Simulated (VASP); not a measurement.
# C (Fd-3m) in VASP: a series of runs

C is run at these levels: PBE; tasks: single point.

Everything below comes from runs of VASP 6.6.1. Logs are shortened: lines on timing, memory, paths and dates and some standing lists are left out, and cuts for length are marked.

### 1 The cell of the first run

Symmetry: Fd-3m, No. 227, cubic system. Conventional cell: a = 3.642 Å, b = 3.642 Å, c = 3.642 Å, α = 90.00°, β = 90.00°, γ = 90.00°. Within 2.1 Å of C (site symmetry -43m) lie 4 C at 1.58 Å.

### 2 Single point, PBE (volume scaled by 1.06)

Input file INCAR:

```
SYSTEM = C
PREC     = Accurate       ! precision mode
ENCUT    = 520            ! plane-wave cutoff, eV
EDIFF    = 1E-6           ! SCF threshold, eV
ISMEAR   = 0              ! smearing method
SIGMA    = 0.02           ! smearing width, eV
LREAL    = .False.        ! projectors in reciprocal space
LASPH    = .True.         ! aspherical terms in the spheres
NELM     = 100            ! most SCF steps
ALGO     = Normal         ! electronic algorithm
ISIF     = 2              ! what is computed and relaxed
LWAVE    = .False.        ! write WAVECAR
LCHARG   = .False.        ! write CHGCAR
GGA      = PE             ! functional
NBANDS   = 11             ! bands
```

Input file KPOINTS:

```
Automatic mesh
0
Gamma
  12 12 12
  0 0 0
```

Input file POSCAR:

```
C
1.0
    0.0000000000      1.8207602033      1.8207602033
    1.8207602033      0.0000000000      1.8207602033
    1.8207602033      1.8207602033      0.0000000000
C
2
Direct
    0.0000000000      0.0000000000      0.0000000000
    0.2500000000      0.2500000000      0.2500000000
```

Potentials or basis: VASP PAW PBE potentials, release 64 (C).

Launch:

```
$ cat potpaw_PBE.64/C/POTCAR > POTCAR
$ mpirun -np 1 vasp_std > vasp.out
```

OUTCAR:

```text
SYSTEM = C
   PREC = Accurate
   ENCUT = 520
   EDIFF = 1E-6
   ISMEAR = 0
   LREAL = .False.
   LASPH = .True.
   NELM = 100
   ISIF = 2
   GGA = PE

 ion  position               nearest neighbor table
   1  0.000  0.000  0.000-   2 1.58   2 1.58   2 1.58   2 1.58
   2  0.250  0.250  0.250-   1 1.58   1 1.58   1 1.58   1 1.58

  LATTYP: Found a face centered cubic cell.
 ALAT       =     3.6415204066

  Lattice vectors:

 A1 = (   0.0000000000,   1.8207602033,   1.8207602033)
 A2 = (   1.8207602033,   0.0000000000,   1.8207602033)
 A3 = (   1.8207602033,   1.8207602033,   0.0000000000)

Analysis of symmetry for initial positions (statically):
=====================================================================
 Subroutine PRICEL returns:
 Original cell was already a primitive cell.

 Routine SETGRP: Setting up the symmetry group for a
 face centered cubic supercell.

 Subroutine GETGRP returns: Found 48 space group operations
 (whereof 24 operations were pure point group operations)
 out of a pool of 48 trial point group operations.

The static configuration has the point symmetry T_d .
 The point group associated with its full space group is O_h .

Analysis of symmetry for dynamics (positions and initial velocities):
=====================================================================
 Subroutine PRICEL returns:
 Original cell was already a primitive cell.

 Routine SETGRP: Setting up the symmetry group for a
 face centered cubic supercell.

 Subroutine GETGRP returns: Found 48 space group operations
 (whereof 24 operations were pure point group operations)
 out of a pool of 48 trial point group operations.

The dynamic configuration has the point symmetry T_d .
 The point group associated with its full space group is O_h .

 Subroutine INISYM returns: Found 48 space group operations
 (whereof 24 operations are pure point group operations),
 and found     1 'primitive' translations

----------------------------------------------------------------------------------------

                                     Primitive cell

  volume of cell :      12.0723

  direct lattice vectors                    reciprocal lattice vectors
     0.000000000  1.820760203  1.820760203    -0.274610572  0.274610572  0.274610572
     1.820760203  0.000000000  1.820760203     0.274610572 -0.274610572  0.274610572
     1.820760203  1.820760203  0.000000000     0.274610572  0.274610572 -0.274610572

  length of vectors
     2.574943773  2.574943773  2.574943773     0.475639462  0.475639462  0.475639462

  position of ions in fractional coordinates (direct lattice)
     0.000000000  0.000000000  0.000000000
     0.250000000  0.250000000  0.250000000

  ion indices of the primitive-cell ions
   primitive index   ion index
                 1           1
                 2           2

----------------------------------------------------------------------------------------

 KPOINTS: Automatic mesh

Automatic generation of k-mesh.
 Grid dimensions read from file:
 generate k-points for:   12   12   12

 Generating k-lattice:

  Cartesian coordinates                     Fractional coordinates (reciprocal lattice)
    -0.022884214  0.022884214  0.022884214     0.083333333  0.000000000  0.000000000
     0.022884214 -0.022884214  0.022884214     0.000000000  0.083333333  0.000000000
     0.022884214  0.022884214 -0.022884214     0.000000000  0.000000000  0.083333333

  Length of vectors
     0.039636622  0.039636622  0.039636622

  Shift w.r.t. Gamma in fractional coordinates (k-lattice)
     0.000000000  0.000000000  0.000000000

 Subroutine IBZKPT returns following result:
 ===========================================

 Found     72 irreducible k-points:

 Following reciprocal coordinates:
            Coordinates               Weight
  0.000000  0.000000  0.000000      1.000000
  0.083333  0.000000  0.000000      8.000000
  0.166667  0.000000  0.000000      8.000000
  0.250000  0.000000  0.000000      8.000000
  0.333333  0.000000  0.000000      8.000000
  0.416667  0.000000  0.000000      8.000000
[... 16 lines left out ...]
  0.500000  0.166667  0.000000     24.000000
 -0.416667  0.166667  0.000000     24.000000
 [... further k-points ...]
   k-points           NKPTS =     72   k-points in BZ     NKDIM =     72   number of bands    NBANDS=     11
   number of dos      NEDOS =    301   number of ions     NIONS =      2
   total plane-waves  NPLWV =   8000
   dimension x,y,z NGX =    20 NGY =   20 NGZ =   20
   dimension x,y,z NGXF=    40 NGYF=   40 NGZF=   40
   ions per type =               2
   NGX,Y,Z   is equivalent  to a cutoff of  12.91, 12.91, 12.91 a.u.
   NGXF,Y,Z  is equivalent  to a cutoff of  25.83, 25.83, 25.83 a.u.
 SYSTEM =  C
   PREC   = accura    normal or accurate (medium, high low for compatibility)
   ISTART =      0    job   : 0-new  1-cont  2-samecut
   ICHARG =      2    charge: 1-file 2-atom 10-const
   ISPIN  =      1    spin polarized calculation?
   LNONCOLLINEAR =      F non collinear calculations
   LSORBIT =      F    spin-orbit coupling
   LASPH  =      T    aspherical Exc in radial PAW
   ENCUT  =  520.0 eV  38.22 Ry    6.18 a.u.   4.79  4.79  4.79*2*pi/ulx,y,z
   NELM   =    100;   NELMIN=  2; NELMDL= -5     # of ELM steps
   EDIFF  = 0.1E-05   stopping-criterion for ELM
   LREAL  =      F    real-space projection
   EDIFFG = 0.1E-04   stopping-criterion for IOM
   NSW    =      0    number of steps for IOM
   IBRION =     -1    ionic relax: 0-MD 1-quasi-New 2-CG
   NFREE  =      0    steps in history (QN), initial steepest desc. (CG)
   ISIF   =      2    stress and relaxation
   ISYM   =      2    0-nonsym 1-usesym 2-fastsym
   POTIM  = 0.5000    time-step for ionic-motion
   TEBEG  =    0.0;   TEEND  =   0.0 temperature during run
   PSTRESS=    0.0 pullay stress
   NELECT =       8.0000    total number of electrons
   NUPDOWN=      -1.0000    fix difference up-down
   EMIN   =  10.00;   EMAX   =-10.00  energy-range for DOS
   EFERMI =   0.00;   METHOD = LEGACY
   ISMEAR =     0;   SIGMA  =   0.02  broadening in eV -4-tet -1-fermi 0-gaus
   EFERMI_NEDOS =   21; number of points for ismear=-14 and -15
   IALGO  =     38    algorithm
   IMIX   =      4    mixing-type and parameters
     AMIX     =   0.40;   BMIX     =  1.00
     AMIX_MAG =   1.60;   BMIX_MAG =  1.00
  volume/ion in A,a.u.               =       6.04        40.73
  Fermi-wavevector in a.u.,A,eV,Ry     =   1.427279  2.697165 27.716756  2.037124
  Thomas-Fermi vector in A             =   2.547465
   LORBIT       =      0    0 simple, 1 ext, 2 COOP (PROOUT), +10 PAW based schemes
   GGA     = PE    functional components
   LHFCALC =     F    Hartree Fock is set to
   AEXX    =    0.0000 exact exchange contribution
   IVDW    =     0    specifies the selected vdW correction
   LEPSILON=     F    determine dielectric tensor
   LRPA    =     F    only Hartree local field effects (RPA)
 non-spin polarized calculation
 Gauss-broadening in eV      SIGMA  =   0.02
  energy-cutoff  :      520.00
  volume of cell :       12.07
 maximum number of plane-waves:       335
   NGX =  9   NGY =  9   NGZ =  9

 number of electron       8.0000002 magnetization

 Free energy of the ion-electron system (eV)
  ---------------------------------------------------
  ext. energy  EPLUGINS =         0.00000000
  ---------------------------------------------------
  free energy    TOTEN  =       -18.13869118 eV

  energy without entropy =      -18.13869118  energy(sigma->0) =      -18.13869118

 E-fermi :   9.0020     XC(G=0): -12.9405

 val. band max:        8.8499792112   @ k =   0.0000   0.0000   0.0000
 cond. band min:      12.8636441161   @ k =   0.3333   0.3333   0.0000
 fundamental gap:      4.0136649049
 Fermi energy:         9.0019826730

 k-point     1 :       0.0000    0.0000    0.0000
  band No.  band energies     occupation
      1     -11.8086      2.00000
      2       8.8500      2.00000
      3       8.8500      2.00000
      4       8.8500      2.00000
      5      14.2691      0.00000
      6      14.2691      0.00000
      7      14.2691      0.00000
      8      20.7850      0.00000
      9      27.3687      0.00000
     10      34.7137      0.00000
     11      34.7137      0.00000

 k-point     2 :       0.0833    0.0000    0.0000
  band No.  band energies     occupation
      1     -11.6244      2.00000
      2       7.6822      2.00000
      3       8.5493      2.00000
      4       8.5493      2.00000
      5      14.6635      0.00000
      6      14.6635      0.00000
      7      14.9113      0.00000
      8      20.9936      0.00000
      9      27.6821      0.00000
     10      32.6993      0.00000
     11      32.6993      0.00000

 k-point     3 :       0.1667    0.0000    0.0000
  band No.  band energies     occupation
      1     -11.0743      2.00000
      2       5.2610      2.00000
      3       7.8916      2.00000
      4       7.8916      2.00000
      5      15.5280      0.00000
      6      15.5280      0.00000
      7      15.8428      0.00000
      8      21.6066      0.00000
      9      28.3436      0.00000
     10      31.1729      0.00000
     11      31.1729      0.00000

 k-point     4 :       0.2500    0.0000    0.0000
  band No.  band energies     occupation
      1     -10.1677      2.00000
      2       2.5453      2.00000
      3       7.2089      2.00000
      4       7.2089      2.00000
      5      16.3490      0.00000
      6      16.3490      0.00000
      7      16.4181      0.00000
      8      22.4763      0.00000
      9      28.7659      0.00000
     10      30.7504      0.00000
     11      30.7504      0.00000

 k-point     5 :       0.3333    0.0000    0.0000
  band No.  band energies     occupation
      1      -8.9286      2.00000
      2      -0.1116      2.00000
      3       6.6647      2.00000
      4       6.6647      2.00000
      5      16.7032      0.00000
      6      16.8370      0.00000
      7      16.8370      0.00000
      8      23.3022      0.00000
      9      28.9630      0.00000
     10      31.4889      0.00000
     11      31.4889      0.00000
[... 211 lines left out ...]
 k-point    21 :       0.3333    0.1667    0.0000
  band No.  band energies     occupation
      1      -9.1510      2.00000
      2       1.9231      2.00000
      3       5.2491      2.00000
      4       5.5599      2.00000
      5      14.6426      0.00000
      6      18.9537      0.00000
      7      19.2223      0.00000
      8      20.1561      0.00000
      9      28.7688      0.00000
     10      29.7074      0.00000
     11      35.1424      0.00000

 k-point    22 :       0.4167    0.1667    0.0000
  band No.  band energies     occupation
      1      -7.8271      2.00000
      2      -0.5103      2.00000
      3       4.7624      2.00000
      4       5.0391      2.00000
      5      15.2867      0.00000
      6      19.2045      0.00000
      7      19.3767      0.00000
      8      21.0384      0.00000
      9      29.1468      0.00000
     10      30.2434      0.00000
     11      35.4068      0.00000

 k-point    23 :       0.5000    0.1667    0.0000
  band No.  band energies     occupation
      1      -6.3518      2.00000
      2      -2.6150      2.00000
      3       4.0866      2.00000
      4       5.1180      2.00000
      5      15.6988      0.00000
      6      19.1420      0.00000
      7      19.2883      0.00000
      8      22.5252      0.00000
      9      28.2598      0.00000
     10      31.5454      0.00000
     11      34.5966      0.00000

 k-point    24 :      -0.4167    0.1667    0.0000
  band No.  band energies     occupation
      1      -5.9684      2.00000
      2      -3.0804      2.00000
      3       3.6313      2.00000
      4       5.4720      2.00000
      5      16.1069      0.00000
      6      18.6816      0.00000
      7      19.2764      0.00000
      8      23.5493      0.00000
      9      27.6105      0.00000
     10      32.2884      0.00000
     11      32.3598      0.00000

 [... further k-points ...]

------------------------ aborting loop because EDIFF is reached ----------------------------------------

  FORCE on cell =-STRESS in cart. coord.  units (eV):
  Direction    XX          YY          ZZ          XY          YZ          ZX
  --------------------------------------------------------------------------------------
  -------------------------------------------------------------------------------------
  Total       -1.6689572     -1.6689572     -1.6689572     -0.0000000     -0.0000000      0.0000000
  in kB     -221.4968388   -221.4968388   -221.4968388     -0.0000000     -0.0000000      0.0000000
  external PRESSURE =    -221.4968388 kB  Pullay stress =       0.0000000 kB

 VOLUME and BASIS-vectors are now :
 -----------------------------------------------------------------------------
  energy-cutoff  :      520.00
  volume of cell :       12.07
      direct lattice vectors                 reciprocal lattice vectors
     0.000000000  1.820760203  1.820760203    -0.274610572  0.274610572  0.274610572
     1.820760203  0.000000000  1.820760203     0.274610572 -0.274610572  0.274610572
     1.820760203  1.820760203  0.000000000     0.274610572  0.274610572 -0.274610572

 POSITION                                       TOTAL-FORCE (eV/Angst)
 -----------------------------------------------------------------------------------
      0.00000      0.00000      0.00000         0.000000     -0.000000     -0.000000
      0.91038      0.91038      0.91038        -0.000000      0.000000      0.000000
 -----------------------------------------------------------------------------------
    total drift:                                0.000000      0.000000      0.000000

  FREE ENERGIE OF THE ION-ELECTRON SYSTEM (eV)
  ---------------------------------------------------
  free  energy   TOTEN  =       -18.1386911772 eV

  energy  without entropy=      -18.1386911772  energy(sigma->0) =      -18.13869118
```

Wall time 11 s (1 thread of AMD EPYC 7R13, shared host); peak memory 0.09 GiB.

What came out:

- Free energy: -18.1387 eV
- Pressure: -22.1 GPa
- Band gap on the k mesh: 4.01 eV, indirect (least direct gap 5.42 eV)

Levels at points of the mesh, in eV from the valence-band top:
```csv
k point,band 1,band 2,band 3,band 4,band 5,band 6,band 7,band 8,band 9
"(0.00, 0.00, 0.00)",-20.66,0.00,0.00,0.00,5.42,5.42,5.42,11.94,18.52
"(0.50, 0.00, 0.00)",-15.23,-12.70,-2.64,-2.64,8.02,8.20,8.20,15.11,21.02
"(0.50, 0.50, 0.00)",-12.34,-12.34,-5.93,-5.93,4.63,4.63,15.88,15.88,22.11
```

[end of part 1 of 2]
